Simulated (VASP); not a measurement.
# NiW7S16 (a cell with a defect) in VASP: a series of runs

Runs on NiW7S16 (a cell with a defect). Level: PBEsol+U. Tasks: single point.

Program: VASP 6.6.1. These are calculated values, not measurements. Logs are shortened: lines on timing, memory, paths and dates and some standing lists are left out, and cuts for length are marked.

## 1. The cell of the first run

The cell holds a defect, 24 atoms: a = 6.306 Å, b = 6.306 Å, c = 12.323 Å, α = 90.00°, β = 90.00°, γ = 120.00°.

## 2. Single point, PBEsol+U, collinear spin, zero start

File INCAR:

```
PREC     = Accurate       # precision mode
ENCUT    = 350            # plane-wave cutoff, eV
EDIFF    = 1E-5           # SCF threshold, eV
ISMEAR   = 0              # smearing method
SIGMA    = 0.03           # smearing width, eV
LREAL    = Auto         
LASPH    = T              # aspherical terms in the spheres
NELM     = 120            # most SCF steps
ALGO     = Normal         # electronic algorithm
ISIF     = 2              # what is computed and relaxed
LWAVE    = F              # write WAVECAR
LCHARG   = F              # write CHGCAR
ISPIN    = 2              # spin polarisation
MAGMOM   = 0.01 0 0 0 0 0 0 0 0 0 0 0 0 0 0 0 0 0 0 0 0 0 0 0 # initial moments
LORBIT   = 11             # projections on sites
LMAXMIX  = 4              # l up to which the mixer works
LDAU     = T              # DFT+U
LDAUTYPE = 2            
LDAUL    = 2 -1 -1        # shell
LDAUU    = 5 0 0          # U, eV
LDAUJ    = 0 0 0        
LDAUPRINT= 1            
GGA      = PS             # functional
ISYM     = 0            
KPAR     = 4
```

File KPOINTS:

```
Automatic mesh
0
Gamma
  3 3 2
```

File POSCAR:

```
NiW7S16                                 
1.0
    6.3064000000      0.0000000000      0.0000000000
   -3.1532000000      5.4615026064      0.0000000000
    0.0000000000      0.0000000000     12.3230000000
  Ni              W               S             
     1     7    16
Direct
     0.2447438283285442    0.3701069694036937    0.2705297780254624
     0.1565471746507480    0.8299628204729782    0.2486667267556939
     0.6647987616639327    0.3307005473818924    0.2456303745127076
     0.6638899936053463    0.8375101003240603    0.2451509068378179
     0.3319942620185986    0.1666918586236412    0.7492220522574804
     0.3319198792350510    0.6662157970687760    0.7492222658594027
     0.8318057625278061    0.1663970649556968    0.7496646237081126
     0.8318985173940266    0.6664601287191970    0.7494243104988026
     0.1648659995052557    0.3329007369573956    0.6223110640121976
     0.1651516364567238    0.8330639251428494    0.6225140928273433
     0.6658903389900516    0.3331989753147603    0.6224651384598835
     0.6657490073505556    0.8336492954535875    0.6224332877155394
     0.3049514401799407    0.1725844323911896    0.1350134396756923
     0.3009918622765499    0.6293102032398395    0.1362150842256737
     0.7786569219207016    0.1404870531860575    0.1088252164632955
     0.8222992816152324    0.6630447768036991    0.1198772762241386
     0.1652736162178018    0.3330976543042639    0.8762875993924016
     0.1657799510393163    0.8333709271317973    0.8765261589026847
     0.6648126042216852    0.3333129100013841    0.8763884322926485
     0.6647098038595930    0.8324756791080302    0.8764117591909575
     0.3519417271590280    0.1649392001390468    0.3787824827751611
     0.3496504245874413    0.6847716259132085    0.3779309909488305
     0.8798161532273068    0.1910460252513059    0.3575110607169192
     0.8291670519687570    0.6667782927116473    0.3736668777211449
```

Potentials or basis: VASP PAW PBE potentials, release 64 (Ni, W_sv, S).

Launch:

```
cat potpaw_PBE.64/Ni/POTCAR potpaw_PBE.64/W_sv/POTCAR potpaw_PBE.64/S/POTCAR > POTCAR
mpirun -np 4 vasp_std > vasp.out
```

OUTCAR:

```text
PREC = Accurate
   ENCUT = 350
   EDIFF = 1E-5
   ISMEAR = 0
   LREAL = Auto
   LASPH = T
   NELM = 120
   ISIF = 2
   ISPIN = 2
   LORBIT = 11
   GGA = PS
   ISYM = 0

 ion  position               nearest neighbor table
   1  0.245  0.370  0.271-  21 2.19  22 2.19  14 2.23  13 2.23  23 2.26   3 2.80   4 2.83   2 3.18
                             2 3.23
   2  0.157  0.830  0.249-  13 2.34  14 2.35  24 2.36  16 2.42  21 2.44  22 2.44   3 3.13   4 3.13
                             4 3.18   1 3.18   3 3.18   1 3.23
   3  0.665  0.331  0.246-  21 2.37  15 2.38  16 2.39  23 2.39  13 2.40  24 2.42   1 2.80   4 3.11
                             2 3.13   2 3.18   4 3.20
   4  0.664  0.838  0.245-  15 2.37  22 2.37  16 2.39  23 2.39  14 2.40  24 2.42   1 2.83   3 3.11
                             2 3.13   2 3.18   3 3.20
   5  0.332  0.167  0.749-  10 2.40  19 2.40   9 2.40  17 2.40  11 2.40  18 2.40   6 3.15   8 3.15
                             7 3.15   7 3.15   8 3.15   6 3.16
   6  0.332  0.666  0.749-  10 2.40   9 2.40  20 2.40  17 2.40  12 2.40  18 2.40   5 3.15   8 3.15
                             7 3.15   7 3.15   8 3.15   5 3.16
   7  0.832  0.166  0.750-  17 2.40  11 2.40  12 2.40  19 2.40  20 2.40   9 2.40   5 3.15   6 3.15
                             8 3.15   8 3.15   6 3.15   5 3.15
   8  0.832  0.666  0.749-  19 2.40  10 2.40  20 2.40  11 2.40  12 2.40  18 2.40   5 3.15   6 3.15
                             7 3.15   7 3.15   6 3.15   5 3.15
   9  0.165  0.333  0.622-   6 2.40   5 2.40   7 2.40
  10  0.165  0.833  0.623-   6 2.40   5 2.40   8 2.40
  11  0.666  0.333  0.622-   7 2.40   8 2.40   5 2.40
  12  0.666  0.834  0.622-   7 2.40   8 2.40   6 2.40
  13  0.305  0.173  0.135-   1 2.23   2 2.34   3 2.40
  14  0.301  0.629  0.136-   1 2.23   2 2.35   4 2.40
  15  0.779  0.140  0.109-   4 2.37   3 2.38
  16  0.822  0.663  0.120-   4 2.39   3 2.39   2 2.42
  17  0.165  0.333  0.876-   7 2.40   6 2.40   5 2.40
  18  0.166  0.833  0.877-   6 2.40   5 2.40   8 2.40
  19  0.665  0.333  0.876-   8 2.40   5 2.40   7 2.40
  20  0.665  0.832  0.876-   6 2.40   8 2.40   7 2.40
  21  0.352  0.165  0.379-   1 2.19   3 2.37   2 2.44
  22  0.350  0.685  0.378-   1 2.19   4 2.37   2 2.44
  23  0.880  0.191  0.358-   1 2.26   4 2.39   3 2.39
  24  0.829  0.667  0.374-   2 2.36   3 2.42   4 2.42

IMPORTANT INFORMATION: All symmetrisations will be switched off!
NOSYMM: (Re-)initialisation of all symmetry stuff for point group C_1.

----------------------------------------------------------------------------------------

                                     Primitive cell

  volume of cell :     424.4339

  direct lattice vectors                    reciprocal lattice vectors
     6.306400000  0.000000000  0.000000000     0.158569073  0.091549897  0.000000000
    -3.153200000  5.461502606  0.000000000     0.000000000  0.183099794  0.000000000
     0.000000000  0.000000000 12.323000000     0.000000000  0.000000000  0.081149071

  length of vectors
     6.306400000  6.306400000 12.323000000     0.183099794  0.183099794  0.081149071

  position of ions in fractional coordinates (direct lattice)
     0.244743828  0.370106969  0.270529778
     0.156547175  0.829962820  0.248666727
     0.664798762  0.330700547  0.245630375
     0.663889994  0.837510100  0.245150907
     0.331994262  0.166691859  0.749222052
     0.331919879  0.666215797  0.749222266
[... 16 lines left out ...]
     0.879816153  0.191046025  0.357511061
     0.829167052  0.666778293  0.373666878

  ion indices of the primitive-cell ions
   primitive index   ion index
                 1           1
                 2           2
                 3           3
                 4           4
                 5           5
                 6           6
[... 16 lines left out ...]
                23          23
                24          24

----------------------------------------------------------------------------------------

 KPOINTS: Automatic mesh

Automatic generation of k-mesh.
 Grid dimensions read from file:
 generate k-points for:    3    3    2

 Generating k-lattice:

[... 79 lines left out ...]
   LEPSILON=     F    determine dielectric tensor
   LRPA    =     F    only Hartree local field effects (RPA)
 spin polarized calculation
 Gauss-broadening in eV      SIGMA  =   0.03
  energy-cutoff  :      350.00
  volume of cell :      424.43
 maximum number of plane-waves:      6374
 NGX is ok and might be reduce to    40
   NGX = 19   NGY = 19   NGZ = 37

 number of electron     204.0000003 magnetization      -0.0139131

atom =   1  type =  1  l = 2

 onsite density matrix

spin component  1

  0.8831  0.0122  0.0471  0.0454 -0.0411
  0.0122  0.7497 -0.0114  0.1016  0.0331
  0.0471 -0.0114  0.9141 -0.0230  0.0263
  0.0454  0.1016 -0.0230  0.8635  0.0133
 -0.0411  0.0331  0.0263  0.0133  0.9200

spin component  2

  0.8752  0.0199  0.0485  0.0475 -0.0500
  0.0199  0.7636 -0.0123  0.0906  0.0262
  0.0485 -0.0123  0.9102 -0.0230  0.0274
  0.0475  0.0906 -0.0230  0.8664  0.0231
 -0.0500  0.0262  0.0274  0.0231  0.9185

 occupancies and eigenvectors

  o =  0.6877  v =  0.0476  0.8587 -0.0080 -0.5033 -0.0842  0.0000  0.0000  0.0000  0.0000  0.0000      0.0000  0.0000  0.0000  0.0000  0.0000  0.0000  0.0000  0.0000  0.0000  0.0000
  o =  0.7101  v =  0.0000  0.0000  0.0000  0.0000  0.0000 -0.0285 -0.8626  0.0057  0.5031  0.0449      0.0000  0.0000  0.0000  0.0000  0.0000  0.0000  0.0000  0.0000  0.0000  0.0000
  o =  0.7799  v =  0.0000  0.0000  0.0000  0.0000  0.0000  0.6715 -0.2176 -0.4261 -0.3687  0.4292      0.0000  0.0000  0.0000  0.0000  0.0000  0.0000  0.0000  0.0000  0.0000  0.0000
  o =  0.7966  v = -0.6662  0.2142  0.4524  0.3648 -0.4154  0.0000  0.0000  0.0000  0.0000  0.0000      0.0000  0.0000  0.0000  0.0000  0.0000  0.0000  0.0000  0.0000  0.0000  0.0000
  o =  0.9375  v =  0.0000  0.0000  0.0000  0.0000  0.0000  0.0946 -0.1847  0.8592 -0.3489  0.3115      0.0000  0.0000  0.0000  0.0000  0.0000  0.0000  0.0000  0.0000  0.0000  0.0000
  o =  0.9423  v =  0.0204 -0.1879  0.8049 -0.3979  0.3976  0.0000  0.0000  0.0000  0.0000  0.0000      0.0000  0.0000  0.0000  0.0000  0.0000  0.0000  0.0000  0.0000  0.0000  0.0000
  o =  0.9493  v = -0.3730  0.2763 -0.1779  0.3030  0.8131  0.0000  0.0000  0.0000  0.0000  0.0000      0.0000  0.0000  0.0000  0.0000  0.0000  0.0000  0.0000  0.0000  0.0000  0.0000
  o =  0.9520  v =  0.0000  0.0000  0.0000  0.0000  0.0000 -0.2302  0.2942 -0.0416  0.4180  0.8271      0.0000  0.0000  0.0000  0.0000  0.0000  0.0000  0.0000  0.0000  0.0000  0.0000
  o =  0.9543  v =  0.0000  0.0000  0.0000  0.0000  0.0000  0.6974  0.2965  0.2802  0.5609 -0.1807      0.0000  0.0000  0.0000  0.0000  0.0000  0.0000  0.0000  0.0000  0.0000  0.0000
  o =  0.9544  v =  0.6437  0.3243  0.3401  0.6030  0.0349  0.0000  0.0000  0.0000  0.0000  0.0000      0.0000  0.0000  0.0000  0.0000  0.0000  0.0000  0.0000  0.0000  0.0000  0.0000

 number of electron     204.0000003 magnetization       0.1023696

 Free energy of the ion-electron system (eV)
  ---------------------------------------------------
  ext. energy  EPLUGINS =         0.00000000
  ---------------------------------------------------
  free energy    TOTEN  =      -187.48679199 eV

  energy without entropy =     -187.48057716  energy(sigma->0) =     -187.48368457

 E-fermi :   6.9122     XC(G=0): -11.0232

 val. band max:        6.9058231746   @ k =  -0.3333   0.3333   0.0000
 cond. band min:       6.9621365753   @ k =   0.3333  -0.0000   0.0000
 fundamental gap:      0.0563134007
 Fermi energy:         6.9122126355

 spin component 1

 k-point     1 :       0.0000    0.0000    0.0000
  band No.  band energies     occupation
      1     -67.6433      1.00000
      2     -67.4763      1.00000
      3     -67.4333      1.00000
      4     -67.3947      1.00000
      5     -67.3767      1.00000
      6     -67.3767      1.00000
[... 1159 lines left out ...]
    113       9.2118      0.00000
    114       9.3596      0.00000
 Fermi energy:         6.9122126355

 spin component 2

 k-point     1 :       0.0000    0.0000    0.0000
  band No.  band energies     occupation
      1     -67.6076      1.00000
      2     -67.4776      1.00000
      3     -67.4370      1.00000
      4     -67.3946      1.00000
      5     -67.3767      1.00000
      6     -67.3765      1.00000
[... 1159 lines left out ...]
    113       9.2202      0.00000
    114       9.3632      0.00000
 [bands above 114 left out]

------------------------ aborting loop because EDIFF is reached ----------------------------------------

  FORCE on cell =-STRESS in cart. coord.  units (eV):
  Direction    XX          YY          ZZ          XY          YZ          ZX
  --------------------------------------------------------------------------------------
  -------------------------------------------------------------------------------------
  Total        2.8754535      0.5985810      1.2625743      0.5681438      0.2379112      0.4324532
  in kB       10.8544251      2.2595575      4.7660370      2.1446614      0.8980806      1.6324489
  external PRESSURE =       5.9600065 kB  Pullay stress =       0.0000000 kB

 VOLUME and BASIS-vectors are now :
 -----------------------------------------------------------------------------
  energy-cutoff  :      350.00
  volume of cell :      424.43
      direct lattice vectors                 reciprocal lattice vectors
     6.306400000  0.000000000  0.000000000     0.158569073  0.091549897  0.000000000
    -3.153200000  5.461502606  0.000000000     0.000000000  0.183099794  0.000000000
     0.000000000  0.000000000 12.323000000     0.000000000  0.000000000  0.081149071

 POSITION                                       TOTAL-FORCE (eV/Angst)
 -----------------------------------------------------------------------------------
      0.37643      2.02134      3.33374         0.004165     -0.002674     -0.049109
     -1.62979      4.53284      3.06432        -0.051464      0.012196     -0.040076
      3.14972      1.80612      3.02690        -0.008341      0.016959      0.010145
      1.54592      4.57406      3.02099        -0.008222     -0.000015     -0.002577
      1.56808      0.91039      9.23266        -0.000200     -0.001250      0.014951
     -0.00749      3.63854      9.23267         0.002543      0.003018      0.016224
[... 16 lines left out ...]
      4.94607      1.04340      4.40561        -0.014847     -0.011432      0.006980
      3.12657      3.64161      4.60470         0.008877      0.011863      0.012691
 -----------------------------------------------------------------------------------
    total drift:                               -0.003785      0.002403      0.009894

  FREE ENERGIE OF THE ION-ELECTRON SYSTEM (eV)
  ---------------------------------------------------
  free  energy   TOTEN  =      -187.4867919871 eV

  energy  without entropy=     -187.4805771621  energy(sigma->0) =     -187.48368457

 total charge

# of ion       s       p       d       tot
------------------------------------------
    1        0.457   0.640   8.627   9.723
    2        2.345   6.338   3.388  12.071
    3        2.339   6.341   3.403  12.083
    4        2.340   6.341   3.399  12.079
    5        2.325   6.337   3.414  12.077
    6        2.325   6.338   3.414  12.077
[... 16 lines left out ...]
   23        1.354   2.323   0.000   3.678
   24        1.356   2.335   0.000   3.691
--------------------------------------------------
tot         38.482  82.334  32.475 153.292

 magnetization (x)

# of ion       s       p       d       tot
------------------------------------------
    1        0.004  -0.001  -0.003   0.001
    2        0.002   0.001   0.077   0.079
    3       -0.000  -0.000  -0.008  -0.008
    4        0.000   0.001  -0.003  -0.002
    5        0.000   0.000   0.000   0.000
    6        0.000   0.000   0.000   0.000
[... 16 lines left out ...]
   23        0.000   0.005   0.000   0.005
   24       -0.000   0.001   0.000   0.001
--------------------------------------------------
tot          0.007   0.013   0.063   0.083
```

Wall time 7.9 min (4 MPI ranks of AMD EPYC 9R45 (Zen 5), shared host); peak memory 0.65 GiB.

What came out:

| Item | Value |
| --- | --- |
| Free energy | -187.4868 eV |
| Pressure | 0.6 GPa |
| Largest force | 0.070 eV/Å |
| Net moment | 0.10 μB per cell |
| Site moments | Ni +0.00; W +0.08, -0.01, -0.00, +0.00 (each value once); S +0.00, +0.01, -0.00 (each value once) μB |
| Valence electrons inside the program's atomic spheres | Ni 9.72; W 12.07, 12.08 (each value once); S 3.70, 3.67, 3.68, 3.69 (each value once) |

Forces on the atoms (eV/Å):
```
Ni   0.004 -0.003 -0.049
W   -0.051  0.012 -0.040
W   -0.008  0.017  0.010
W   -0.008  0.000 -0.003
W    0.000 -0.001  0.015
W    0.003  0.003  0.016
W    0.002 -0.004  0.017
W   -0.002  0.005  0.010
S    0.003  0.002 -0.006
S    0.004  0.003 -0.008
S   -0.002 -0.003 -0.015
S   -0.001  0.001 -0.009
S    0.012  0.006  0.033
S    0.019 -0.030  0.060
S    0.010  0.008 -0.014
S   -0.003  0.006  0.015
S    0.004  0.004 -0.011
S    0.001  0.000 -0.013
S   -0.002  0.003 -0.011
S    0.003 -0.002 -0.013
S    0.005  0.011  0.010
S    0.013 -0.039 -0.014
S   -0.015 -0.011  0.007
S    0.009  0.012  0.013
```

Stress tensor (GPa, compression positive):
```
1.09 0.21 0.16
0.21 0.23 0.09
0.16 0.09 0.48
```

Eigenvalues of the final occupation matrices:
| site | spin | trace | eigenvalues |
| --- | --- | --- | --- |
| site 1 d | 1 | 4.33 | 0.69 0.80 0.94 0.95 0.95 |
| site 1 d | 2 | 4.33 | 0.71 0.78 0.94 0.95 0.95 |

Caveat: the k points lie up to 0.38 Å⁻¹ apart; the PAW data sets were made with another functional, which shifts forces and pressure a little; spin-orbit coupling is left out, which moves the levels of the heavy elements.

## 3. Single point, PBEsol+U, collinear spin, zero start

INCAR: that of step 2 with these lines changed.

```diff
@@ -13,4 +13,5 @@
 ISPIN    = 2              # spin polarisation
-MAGMOM   = 0.01 0 0 0 0 0 0 0 0 0 0 0 0 0 0 0 0 0 0 0 0 0 0 0 # initial moments
+MAGMOM   = 0 0 0 0 0 0 0 0 0 0 0 0 0 0 0 0 0 0 0 0 0 0 0 0 # initial moments
 LORBIT   = 11             # projections on sites
+NUPDOWN  = 0              # fixed moment
 LMAXMIX  = 4              # l up to which the mixer works
@@ -19,3 +20,3 @@
 LDAUL    = 2 -1 -1        # shell
-LDAUU    = 5 0 0          # U, eV
+LDAUU    = 7 0 0          # U, eV
 LDAUJ    = 0 0 0
```

KPOINTS is that of step 2.

POSCAR is that of step 2.

Potentials or basis: VASP PAW PBE potentials, release 64 (Ni, W_sv, S).

Launch:

```
cat potpaw_PBE.64/Ni/POTCAR potpaw_PBE.64/W_sv/POTCAR potpaw_PBE.64/S/POTCAR > POTCAR
mpirun -np 4 vasp_std > vasp.out
```

It took 5.4 min on 4 MPI ranks of AMD EPYC 9R45 (Zen 5), shared host; peak memory 0.66 GiB.

The run converged. Its results:

```
Free energy                                           : -186.4802 eV
Pressure                                              : 0.3 GPa
Largest force                                         : 0.207 eV/Å
Net moment                                            : 0.00 μB per cell
Valence electrons inside the program's atomic spheres : Ni 9.81; W 12.07, 12.08 (each value once); S 3.70, 3.67, 3.68, 3.69 (each value once)
```

Forces on the atoms (eV/Å):
```
Ni   0.063  0.042 -0.087
W   -0.088 -0.007 -0.093
W   -0.024  0.007  0.035
W   -0.037  0.001  0.036
W   -0.001 -0.001  0.014
W    0.002  0.002  0.016
W    0.001 -0.005  0.018
W   -0.002  0.005  0.010
S    0.003  0.002 -0.004
S    0.004  0.002 -0.006
S    0.000 -0.003 -0.014
S   -0.001  0.002 -0.008
S   -0.041  0.045  0.146
S    0.045 -0.103  0.174
S    0.019  0.021 -0.020
S    0.011  0.012  0.021
S    0.006  0.005 -0.012
S    0.002  0.000 -0.014
S   -0.001  0.003 -0.012
S    0.003 -0.002 -0.015
S   -0.059  0.079 -0.065
S    0.058 -0.138 -0.093
S    0.024  0.012 -0.034
S    0.015  0.018  0.009
```

Stress tensor (GPa, compression positive):
```
 0.88  0.23  0.18
 0.23 -0.02  0.09
 0.18  0.09  0.18
```

Eigenvalues of the final occupation matrices:
| site | spin | trace | eigenvalues |
| --- | --- | --- | --- |
| site 1 d | 1 | 4.39 | 0.70 0.81 0.95 0.96 0.97 |
| site 1 d | 2 | 4.39 | 0.70 0.81 0.95 0.96 0.97 |

Caveat: the k points lie up to 0.38 Å⁻¹ apart; the PAW data sets were made with another functional, which shifts forces and pressure a little; spin-orbit coupling is left out, which moves the levels of the heavy elements; the total moment is fixed, so each spin has its own Fermi level.

## 4. Single point, PBEsol+U, collinear spin, zero start

INCAR: that of step 3 with these lines changed.

```diff
@@ -20,3 +20,3 @@
 LDAUL    = 2 -1 -1        # shell
-LDAUU    = 7 0 0          # U, eV
+LDAUU    = 5 0 0          # U, eV
 LDAUJ    = 0 0 0
```

File KPOINTS:

```
Automatic mesh
0
Gamma
  4 4 2
```

POSCAR is that of step 3.

Launch:

```
cat potpaw_PBE.64/Ni/POTCAR potpaw_PBE.64/W_sv/POTCAR potpaw_PBE.64/S/POTCAR > POTCAR
mpirun -np 4 vasp_std > vasp.out
```

It took 8.7 min on 4 MPI ranks of AMD EPYC 9R45 (Zen 5), shared host; peak memory 0.9 GiB.

Results (log left out):

```yaml
Free_energy: -187.5048 eV
Pressure: 0.6 GPa
Largest_force: 0.154 eV/Å
Net_moment: 0.00 μB per cell
Valence_electrons_inside_the_program's_atomic_spheres: Ni 9.72; W 12.07, 12.08 (each value once); S 3.70, 3.67, 3.68, 3.69 (each value once)
```

Forces on the atoms (eV/Å):
```
Ni  -0.011 -0.005 -0.080
W   -0.056  0.006 -0.143
W   -0.025 -0.017  0.010
W   -0.036 -0.013  0.031
W    0.005 -0.004  0.020
W    0.003  0.010  0.021
W   -0.004 -0.008  0.018
W   -0.004  0.004  0.011
S    0.006  0.003 -0.008
S    0.002  0.001 -0.004
S   -0.002 -0.001 -0.014
S    0.000  0.000 -0.009
S    0.010 -0.038  0.094
S   -0.020  0.009  0.113
S   -0.006  0.004 -0.050
S    0.008  0.010  0.011
S    0.005  0.005 -0.009
S    0.000 -0.001 -0.016
S   -0.001  0.003 -0.015
S    0.004 -0.002 -0.018
S    0.084 -0.061  0.037
S    0.008  0.066 -0.005
S   -0.012 -0.007 -0.002
S    0.043  0.035  0.007
```

Stress tensor (GPa, compression positive):
```
1.08 0.29 0.26
0.29 0.19 0.13
0.26 0.13 0.41
```

Eigenvalues of the final occupation matrices:
| site | spin | trace | eigenvalues |
| --- | --- | --- | --- |
| site 1 d | 1 | 4.33 | 0.71 0.78 0.94 0.95 0.95 |
| site 1 d | 2 | 4.33 | 0.71 0.78 0.94 0.95 0.95 |

Caveat: the PAW data sets were made with another functional, which shifts forces and pressure a little; spin-orbit coupling is left out, which moves the levels of the heavy elements; the total moment is fixed, so each spin has its own Fermi level.

(Part 1 of 2 ends here.)
